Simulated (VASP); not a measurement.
Here is a VASP 6.6.1 calculation.

File INCAR:

```
SYSTEM = LiHI2
PREC     = Accurate       ! precision mode
ENCUT    = 520            ! plane-wave cutoff, eV
EDIFF    = 1E-6           ! SCF threshold, eV
ISMEAR   = 0              ! smearing method
SIGMA    = 0.1            ! smearing width, eV
LREAL    = .False.        ! projectors in reciprocal space
LASPH    = .True.         ! aspherical terms in the spheres
NELM     = 100            ! most SCF steps
ALGO     = Normal         ! electronic algorithm
ISIF     = 2              ! what is computed and relaxed
LWAVE    = .False.        ! write WAVECAR
LCHARG   = .False.        ! write CHGCAR
GGA      = PS             ! functional
NBANDS   = 17             ! bands
```

The input KPOINTS:

```
Automatic mesh
0
Gamma
  6 6 6
  0 0 0
```

The input POSCAR:

```
LiHI2
1.0
    1.9493814084      1.1254758809      5.6243970940
   -1.9493814084      1.1254758809      5.6243970940
    0.0000000000     -2.2509517618      5.6243970940
Li H I
1 1 2
Direct
    0.0000000000      0.0000000000      0.0000000000
    0.5000000000      0.5000000000      0.5000000000
    0.4025064112      0.4025064112      0.4025064112
    0.5974935888      0.5974935888      0.5974935888
```

Potentials or basis: VASP PAW PBE potentials, release 64 (Li_sv, H, I).

Launch:

```console
$ cat potpaw_PBE.64/Li_sv/POTCAR potpaw_PBE.64/H/POTCAR potpaw_PBE.64/I/POTCAR > POTCAR
$ mpirun -np 1 vasp_std > vasp.out
```

(1) Estimate the largest force.

(2) Predict the band gap on the k mesh.

## Answers

(1) 1.149 eV/Å.

(2) 1.57 eV (least direct gap 2.70 eV).

Caveat: the cell differs from its parent crystal (F replaced by I, lengths x 1.360, strained); the PAW data sets were made with another functional, which shifts forces and pressure a little; spin-orbit coupling is left out, which moves the levels of the heavy elements.
